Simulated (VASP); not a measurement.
# Si (Fd-3m) in VASP: a series of runs

The runs below take Si through single point, with PBE.

All numbers are computed with VASP 6.6.1; they aren't measurements. Logs are shortened: lines on timing, memory, paths and dates and some standing lists are left out, and cuts for length are marked.

### 1 The cell of the first run

It takes space group Fd-3m (No. 227, cubic). The conventional cell has a = 5.470 Å, b = 5.470 Å, c = 5.470 Å, α = 90.00°, β = 90.00°, γ = 90.00°. Within 3.1 Å of Si (site symmetry -43m) lie 4 Si at 2.37 Å.

### 2 Single point, PBE

The input, INCAR:

```
SYSTEM = Si
ALGO = Normal
EDIFF = 1E-6
ENCUT = 500
GGA = PE
GGA_COMPAT = .False.
ISIF = 2
ISMEAR = 0
LASPH = .True.
LCHARG = .False.
LREAL = .False.
LWAVE = .False.
NBANDS = 16
NELM = 120
PREC = Accurate
SIGMA = 0.1
```

The input, KPOINTS:

```
k-points
0
Gamma
  6 6 4
  0 0 0
```

The input, POSCAR:

```
Si
1.0
    3.8676348659      0.0000000000      0.0000000000
    0.0000000000      3.8676348659      0.0000000000
    0.0000000000      0.0000000000      5.4696616669
Si
4
Direct
    0.0000000000      0.0000000000      0.0000000000
    0.0000000000      0.5000000000      0.2500000000
    0.5000000000      0.5000000000      0.5000000000
    0.5000000000      1.0000000000      0.7500000000
```

Potentials or basis: VASP PAW PBE potentials, release 64 (Si).

Command:

```sh
$ cat potpaw_PBE.64/Si/POTCAR > POTCAR
$ mpirun -np 1 vasp_std > vasp.out
```

OUTCAR:

```text
SYSTEM = Si
   EDIFF = 1E-6
   ENCUT = 500
   GGA = PE
   ISIF = 2
   ISMEAR = 0
   LASPH = .True.
   LREAL = .False.
   NELM = 120
   PREC = Accurate

 ion  position               nearest neighbor table
   1  0.000  0.000  0.000-   2 2.37   4 2.37   2 2.37   4 2.37
   2  0.000  0.500  0.250-   1 2.37   3 2.37   1 2.37   3 2.37
   3  0.500  0.500  0.500-   2 2.37   4 2.37   4 2.37   2 2.37
   4  0.500  0.000  0.750-   1 2.37   3 2.37   3 2.37   1 2.37

  LATTYP: Found a simple tetragonal cell.
 ALAT       =     3.8676348659
 C/A-ratio  =     1.4142135586

  Lattice vectors:

 A1 = (   3.8676348659,   0.0000000000,   0.0000000000)
 A2 = (   0.0000000000,   3.8676348659,   0.0000000000)
 A3 = (   0.0000000000,   0.0000000000,   5.4696616669)

Analysis of symmetry for initial positions (statically):
=====================================================================
 Subroutine PRICEL returns following result:

  LATTYP: Found a face centered cubic cell.
 ALAT       =     5.4696616743

  Lattice vectors:

 A1 = (  -1.9338174329,  -1.9338174329,  -2.7348308334)
 A2 = (   1.9338174329,  -1.9338174329,  -2.7348308335)
 A3 = (   0.0000000000,  -3.8676348659,   0.0000000000)

   2 primitive cells build up your supercell.

 Routine SETGRP: Setting up the symmetry group for a
 simple tetragonal supercell.

 Subroutine GETGRP returns: Found 16 space group operations
 (whereof  8 operations were pure point group operations)
 out of a pool of 16 trial point group operations.

The static configuration has the point symmetry D_2d.
 The point group associated with its full space group is D_4h.

Analysis of symmetry for dynamics (positions and initial velocities):
=====================================================================
 Subroutine PRICEL returns following result:

  LATTYP: Found a face centered cubic cell.
 ALAT       =     5.4696616743

  Lattice vectors:

 A1 = (  -1.9338174329,  -1.9338174329,  -2.7348308334)
 A2 = (   1.9338174329,  -1.9338174329,  -2.7348308335)
 A3 = (   0.0000000000,  -3.8676348659,   0.0000000000)

   2 primitive cells build up your supercell.
[... 103 lines left out ...]
   ISPIN  =      1    spin polarized calculation?
   LNONCOLLINEAR =      F non collinear calculations
   LSORBIT =      F    spin-orbit coupling
   LASPH  =      T    aspherical Exc in radial PAW
   ENCUT  =  500.0 eV  36.75 Ry    6.06 a.u.   7.05  7.05  9.97*2*pi/ulx,y,z
   NELM   =    120;   NELMIN=  2; NELMDL= -5     # of ELM steps
   EDIFF  = 0.1E-05   stopping-criterion for ELM
   LREAL  =      F    real-space projection
   EDIFFG = 0.1E-04   stopping-criterion for IOM
   NSW    =      0    number of steps for IOM
   IBRION =     -1    ionic relax: 0-MD 1-quasi-New 2-CG
   NFREE  =      0    steps in history (QN), initial steepest desc. (CG)
   ISIF   =      2    stress and relaxation
   ISYM   =      2    0-nonsym 1-usesym 2-fastsym
   POTIM  = 0.5000    time-step for ionic-motion
   TEBEG  =    0.0;   TEEND  =   0.0 temperature during run
   PSTRESS=    0.0 pullay stress
   NELECT =      16.0000    total number of electrons
   NUPDOWN=      -1.0000    fix difference up-down
   EMIN   =  10.00;   EMAX   =-10.00  energy-range for DOS
   EFERMI =   0.00;   METHOD = LEGACY
   ISMEAR =     0;   SIGMA  =   0.10  broadening in eV -4-tet -1-fermi 0-gaus
   EFERMI_NEDOS =   21; number of points for ismear=-14 and -15
   IALGO  =     38    algorithm
   IMIX   =      4    mixing-type and parameters
     AMIX     =   0.40;   BMIX     =  1.00
     AMIX_MAG =   1.60;   BMIX_MAG =  1.00
  volume/ion in A,a.u.               =      20.45       138.03
  Fermi-wavevector in a.u.,A,eV,Ry     =   0.950235  1.795684 12.285334  0.902947
  Thomas-Fermi vector in A             =   2.078593
   LORBIT       =      0    0 simple, 1 ext, 2 COOP (PROOUT), +10 PAW based schemes
   GGA     = PE    functional components
   LHFCALC =     F    Hartree Fock is set to
   AEXX    =    0.0000 exact exchange contribution
   IVDW    =     0    specifies the selected vdW correction
   LEPSILON=     F    determine dielectric tensor
   LRPA    =     F    only Hartree local field effects (RPA)
 non-spin polarized calculation
 Gauss-broadening in eV      SIGMA  =   0.10
  energy-cutoff  :      500.00
  volume of cell :       81.82
 maximum number of plane-waves:      2112
   NGX = 15   NGY = 15   NGZ = 19

 number of electron      15.9999996 magnetization

 Free energy of the ion-electron system (eV)
  ---------------------------------------------------
  ext. energy  EPLUGINS =         0.00000000
  ---------------------------------------------------
  free energy    TOTEN  =       -21.68324428 eV

  energy without entropy =      -21.68324423  energy(sigma->0) =      -21.68324426

 E-fermi :   5.9415     XC(G=0):  -9.3240

 val. band max:        5.6135998856   @ k =   0.0000   0.0000   0.0000
 cond. band min:       6.2635796279   @ k =   0.0000   0.0000   0.2500
 fundamental gap:      0.6499797423
 Fermi energy:         5.9415035701

 k-point     1 :       0.0000    0.0000    0.0000
  band No.  band energies     occupation
      1      -6.1982      2.00000
      2      -2.1314      2.00000
      3      -2.1314      2.00000
      4       2.8204      2.00000
      5       2.8204      2.00000
      6       5.6132      2.00000
[... 433 lines left out ...]
      3      -1.2533      2.00000
      4      -1.2533      2.00000
      5       4.4352      2.00000
      6       4.4352      2.00000
[... 8 lines left out ...]
     15      13.3136      0.00000
     16      13.3136      0.00000

 [... further k-points ...]

------------------------ aborting loop because EDIFF is reached ----------------------------------------

  FORCE on cell =-STRESS in cart. coord.  units (eV):
  Direction    XX          YY          ZZ          XY          YZ          ZX
  --------------------------------------------------------------------------------------
  -------------------------------------------------------------------------------------
  Total        0.0301771      0.0301771     -0.0984388      0.0000000      0.0000000      0.0000000
  in kB        0.5909315      0.5909315     -1.9276375      0.0000000      0.0000000      0.0000000
  external PRESSURE =      -0.2485915 kB  Pullay stress =       0.0000000 kB

 VOLUME and BASIS-vectors are now :
 -----------------------------------------------------------------------------
  energy-cutoff  :      500.00
  volume of cell :       81.82
      direct lattice vectors                 reciprocal lattice vectors
     3.867634866  0.000000000  0.000000000     0.258555948  0.000000000  0.000000000
     0.000000000  3.867634866  0.000000000     0.000000000  0.258555948  0.000000000
     0.000000000  0.000000000  5.469661667     0.000000000  0.000000000  0.182826665

 POSITION                                       TOTAL-FORCE (eV/Angst)
 -----------------------------------------------------------------------------------
      0.00000      0.00000      0.00000         0.000000      0.000000      0.000000
      0.00000      1.93382      1.36742        -0.000000     -0.000000     -0.000000
      1.93382      1.93382      2.73483         0.000000      0.000000     -0.000000
      1.93382      0.00000      4.10225        -0.000000     -0.000000      0.000000
 -----------------------------------------------------------------------------------
    total drift:                               -0.000000      0.000000      0.000000

  FREE ENERGIE OF THE ION-ELECTRON SYSTEM (eV)
  ---------------------------------------------------
  free  energy   TOTEN  =       -21.6832442844 eV

  energy  without entropy=      -21.6832442349  energy(sigma->0) =      -21.68324426
```

OSZICAR:

```text
N       E                     dE             d eps       ncg     rms          rms(c)
DAV:   1     0.228251402320E+02    0.22825E+02   -0.56867E+03   960   0.766E+02
DAV:   2    -0.202511215979E+02   -0.43076E+02   -0.38570E+02  1320   0.116E+02
DAV:   3    -0.220015744787E+02   -0.17505E+01   -0.17392E+01  1312   0.216E+01
DAV:   4    -0.220211990584E+02   -0.19625E-01   -0.19622E-01  1152   0.302E+00
DAV:   5    -0.220215397981E+02   -0.34074E-03   -0.34073E-03  1328   0.368E-01    0.672E+00
DAV:   6    -0.217882422291E+02    0.23330E+00   -0.95470E-02  1080   0.144E+00    0.410E+00
DAV:   7    -0.216802768309E+02    0.10797E+00   -0.20575E-01  1136   0.222E+00    0.231E-01
DAV:   8    -0.216826552932E+02   -0.23785E-02   -0.13894E-02  1056   0.585E-01    0.101E-01
DAV:   9    -0.216831511452E+02   -0.49585E-03   -0.63747E-04  1256   0.146E-01    0.784E-02
DAV:  10    -0.216832444238E+02   -0.93279E-04   -0.11683E-04  1072   0.554E-02    0.147E-02
DAV:  11    -0.216832442844E+02    0.13941E-06   -0.23202E-06  1272   0.913E-03
   1 F= -.21683244E+02 E0= -.21683244E+02  d E =-.494989E-07
```

stdout:

```text
POSCAR found type information on POSCAR Si
 POSCAR found :  1 types and       4 ions
 scaLAPACK will be used
 LDA part: xc-table for (Slater+PW92), standard interpolation
 POSCAR, INCAR and KPOINTS ok, starting setup
 FFT: planning ... GRIDC
 FFT: planning ... GRID_SOFT
 FFT: planning ... GRID
 WAVECAR not read
 entering main loop
```

Wall time 29 s (1 thread of Intel Xeon Platinum 8259CL at 2.50GHz (Skylake/Cascade Lake), shared host); peak memory 0.18 GiB.

Results:

| Quantity | Value |
| --- | --- |
| Free energy | -21.6832 eV |
| Pressure | 0.0 GPa |
| Band gap on the k mesh | 0.65 eV |

Levels at points of the mesh, in eV from the valence-band top:
| k point | band 6 | band 7 | band 8 | band 9 | band 10 | band 11 |
| --- | --- | --- | --- | --- | --- | --- |
| (0.00, 0.00, 0.00) | 0.00 | 0.00 | 0.00 | 0.75 | 0.75 | 2.56 |
| (0.50, 0.00, 0.00) | -3.67 | -1.30 | -1.30 | 2.44 | 2.44 | 4.75 |
| (0.50, 0.50, 0.00) | -2.79 | -2.79 | -2.79 | 0.75 | 0.75 | 0.75 |
| (0.00, 0.00, 0.50) | -1.85 | -1.85 | -1.85 | 1.15 | 1.15 | 3.13 |
| (0.50, 0.00, 0.50) | -1.18 | -1.18 | -1.18 | 1.46 | 1.46 | 3.35 |
| (0.50, 0.50, 0.50) | -3.76 | -3.76 | -3.76 | 4.27 | 4.27 | 4.27 |

(Part 1 of 2 ends here.)
